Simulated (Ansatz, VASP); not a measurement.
## One calculation of BN, two programs

INCAR

```
PREC = Accurate
ENCUT = 520
EDIFF = 1E-7
ISMEAR = 0
SIGMA = 0.05
LREAL = False
LASPH = True
NELM = 60
ALGO = Normal
ISIF = 2
LWAVE = False
LCHARG = False
GGA = CA
NBANDS = 36
```

Contents of KPOINTS:

```
Automatic mesh
0
Gamma
  10 10 2
```

POSCAR

```
BN
1.0
   -2.5539396017      0.0000000000      0.0000000000
    1.2769698009     -2.2117765748      0.0000000000
    0.0000000000      0.0000000000     12.9305650000
B N
6 6
Direct
    0.3333333333      0.6666666667      0.2246130401
    0.3333333333      0.6666666667      0.5515016950
    0.3333333333      0.6666666667      0.8783903499
    0.6666666667      0.3333333333      0.0611687127
    0.6666666667      0.3333333333      0.3880573676
    0.6666666667      0.3333333333      0.7149460225
    0.3333333333      0.6666666667      0.1022102371
    0.3333333333      0.6666666667      0.4290988920
    0.3333333333      0.6666666667      0.7559875469
    0.6666666667      0.3333333333      0.9194318743
    0.6666666667      0.3333333333      0.2656545645
    0.6666666667      0.3333333333      0.5925432194
```

Input for Ansatz:

```yaml
crystal:
  lattice:
    - [-2.5539396017, 0.0, 0.0]
    - [1.2769698009, -2.2117765748, 0.0]
    - [0.0, 0.0, 12.930565]
  atoms:
    - { symbol: B, position: [0.3333333333, 0.6666666667, 0.2246130401] }
    - { symbol: B, position: [0.3333333333, 0.6666666667, 0.551501695] }
    - { symbol: B, position: [0.3333333333, 0.6666666667, 0.8783903499] }
    - { symbol: B, position: [0.6666666667, 0.3333333333, 0.0611687127] }
    - { symbol: B, position: [0.6666666667, 0.3333333333, 0.3880573676] }
    - { symbol: B, position: [0.6666666667, 0.3333333333, 0.7149460225] }
    - { symbol: "N", position: [0.3333333333, 0.6666666667, 0.1022102371] }
    - { symbol: "N", position: [0.3333333333, 0.6666666667, 0.429098892] }
    - { symbol: "N", position: [0.3333333333, 0.6666666667, 0.7559875469] }
    - { symbol: "N", position: [0.6666666667, 0.3333333333, 0.9194318743] }
    - { symbol: "N", position: [0.6666666667, 0.3333333333, 0.2656545645] }
    - { symbol: "N", position: [0.6666666667, 0.3333333333, 0.5925432194] }
basis:
  ecutwfc: 420
kpoints:
  mp_grid: { grid: [10, 10, 2] }
hamiltonian:
  xc: lda
scf:
  occupations: { method: gaussian, width: 0.05 }
output:
  forces: true
  stress: true
  eigenvalues: true
```

Alike in both runs: task single point; functional LDA; k mesh 10 × 10 × 2; occupations gaussian, width 0.05 eV; no spin polarisation.

|  | VASP | Ansatz |
| --- | --- | --- |
| version | VASP 6.6.1 | Ansatz 0.2.0 |
| potentials or method | VASP PAW LDA potentials, release 64 (B, N), cutoff 520 eV | scalar-relativistic, plane waves, PAW |
| valence electrons in the cell | 48 | 48 |

Ansatz gave:

| Quantity | Value |
| --- | --- |
| gap on the k mesh at the Fermi level (eV) | 4.97 |
| least direct gap on the mesh (eV) | 6.64 |
| pressure (GPa) | -18.0 |
| traceless stress, the component that is largest in VASP (GPa) | -7.83 |
| rms of the force components (eV/Å) | 0.484 |

Problem. What did VASP give for the same quantities?

Solution. gap on the k mesh at the Fermi level (eV): 4.95; least direct gap on the mesh (eV): 6.63; pressure (GPa): -17.2; traceless stress, the component that is largest in VASP (GPa): -7.90; rms of the force components (eV/Å): 0.487.

LDA's correlation is that of Perdew and Zunger in VASP and of Perdew and Wang (1992) in Ansatz. Atom by atom the forces differ by 0.005 eV/Å (rms over components).
